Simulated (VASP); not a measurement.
Set up this calculation in VASP 6.6.1, as the native input.

```
Task                   : relaxation of cell and atoms
Functional             : LDA
Potentials or basis    : VASP PAW LDA potentials, release 64 (Ta_pv, C)
Cutoff                 : 600 eV
k mesh                 : 15 × 15 × 8
Occupations            : gaussian, width 0.1 eV
Spin                   : no spin polarisation
Dipole correction      : no
Further INCAR settings : ALGO = Normal; EDIFF = 1e-06; IBRION = 2; EDIFFG = -0.005; NSW = 70; ISIF = 3
```

The structure of Ta2C lies in POSCAR:

```
Ta2C
1.0
    3.1216111275      0.0000000000      0.0000000000
   -1.5608055637      2.7033945371      0.0000000000
    0.0000000000      0.0000000000      4.9616082008
Ta C
2 1
Direct
    0.3333333333      0.6666666667      0.2528875965
    0.6666666667      0.3333333333      0.7471124035
    0.0000000000      0.0000000000      0.0000000000
```

The input as run:

INCAR

```
SYSTEM = Ta2C
  PREC = Accurate
  ENCUT = 600
  EDIFF = 1E-6
  ISMEAR = 0
  SIGMA = 0.1
  LREAL = .FALSE.
  LASPH = .TRUE.
  NELM = 100
  ALGO = Normal
  ISIF = 3
  LWAVE = .FALSE.
  LCHARG = .FALSE.
  IBRION = 2
  NSW = 70
  EDIFFG = -0.005
```

KPOINTS

```
regular mesh
0
G
  15 15 8
  0 0 0
```

Potentials or basis: VASP PAW LDA potentials, release 64 (Ta_pv, C).

Command:

```bash
$ cat potpaw_LDA.64/Ta_pv/POTCAR potpaw_LDA.64/C/POTCAR > POTCAR
$ mpirun -np 1 vasp_std > vasp.out
```

It gave:

```yaml
Relaxed_volume: 13.42 Å³/atom
Relaxed_cell: a = 3.081 Å, b = 3.081 Å, c = 4.898 Å, α = 90.00°, β = 90.00°, γ = 120.00°
Space_group_after_relaxing_to_0.05_Å: P-3m1 (No. 164)
Energy_gained_by_relaxing: 18.6 meV/atom
Ionic_steps: 11
Pressure_after_relaxing: 0.0 GPa
Largest_force_after_relaxing: 0.004 eV/Å
Band_gap_on_the_k_mesh: zero (band 13 reaches 7.17 eV, above the bottom of band 14 at 6.35 eV)
```

Caveat: spin-orbit coupling is left out, which moves the levels of the heavy elements.

Run time: 4.5 min on 1 thread of Intel(R) Xeon(R) 6975P-C (Granite Rapids), with other jobs on the host, peak memory 0.29 GiB.
